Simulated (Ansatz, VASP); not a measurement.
## BiP2: VASP beside Ansatz

The input INCAR:

```
ALGO = Normal ; EDIFF = 1E-7
EDIFFG = -0.04 ; ENCUT = 600
GGA = PE ; IBRION = 2
ISIF = 3 ; ISMEAR = 0
LASPH = True ; LCHARG = False
LREAL = False ; LWAVE = False
NELM = 100 ; NSW = 90
PREC = Accurate ; SIGMA = 0.1
```

The input KPOINTS:

```
k-points
0
Gamma
  4 4 6
```

Contents of POSCAR:

```
BiP2
1.0
    6.9033098400      0.0000000000      0.0000000000
    0.0000000000      6.9033098400      0.0000000000
    0.0000000000      0.0000000000      2.5313366800
Bi P
2 4
Direct
    0.0000000000      0.0000000000      0.0000000000
    0.5000000000      0.5000000000      0.0000000000
    0.1767953900      0.3232046100      0.0000000000
    0.3232046100      0.8232046100      0.0000000000
    0.8232046100      0.6767953900      0.0000000000
    0.6767953900      0.1767953900      0.0000000000
```

Input for Ansatz:

```yaml
crystal:
  lattice:
    - [6.90330984, 0.0, 0.0]
    - [0.0, 6.90330984, 0.0]
    - [0.0, 0.0, 2.53133668]
  atoms:
    - { symbol: Bi, position: [0.0, 0.0, 0.0] }
    - { symbol: Bi, position: [0.5, 0.5, 0.0] }
    - { symbol: P, position: [0.17679539, 0.32320461, 0.0] }
    - { symbol: P, position: [0.32320461, 0.82320461, 0.0] }
    - { symbol: P, position: [0.82320461, 0.67679539, 0.0] }
    - { symbol: P, position: [0.67679539, 0.17679539, 0.0] }
basis:
  ecutwfc: 420
kpoints:
  mp_grid: { grid: [4, 4, 6] }
hamiltonian:
  xc: pbe
scf:
  occupations: { method: gaussian, width: 0.1 }
  lower_state_search: "off"
output:
  forces: true
  stress: true
  eigenvalues: true
relax:
  adjacent_minimum: "off"
  f_tol: 0.04
  max_steps: 70
  cell: { stress_tol: 0.4 }
```

Alike in both runs: task relaxation of cell and atoms; functional PBE; k mesh 4 × 4 × 6; occupations gaussian, width 0.1 eV; no spin polarisation.

|  | VASP | Ansatz |
| --- | --- | --- |
| version | VASP 6.6.1 | Ansatz 0.2.0 |
| potentials or method | VASP PAW PBE potentials, release 64 (Bi_d, P), cutoff 600 eV | scalar-relativistic, plane waves, PAW |
| valence electrons in the cell | 50 | 50 |

VASP gave:

| Item | Value |
| --- | --- |
| gap on the k mesh at the Fermi level, each at its own relaxed structure (eV) | none |
| relaxed volume (Å³/atom) | 25.55 |
| relaxed cell length with the largest relative difference (Å) | 3.089 |

Task: What did Ansatz give for the same quantities?

Result: gap on the k mesh at the Fermi level, each at its own relaxed structure (eV): none; relaxed volume (Å³/atom): 25.58; relaxed cell length with the largest relative difference (Å): 3.091.

A gap of «none» marks a metal or a gap that the smearing closes.

The k mesh is coarse, so the values compare programs but aren't converged. Neither program's run includes spin-orbit coupling. Noted on VASP's run: the volume moved by over 15 % at a fixed basis, so the end points are rough.
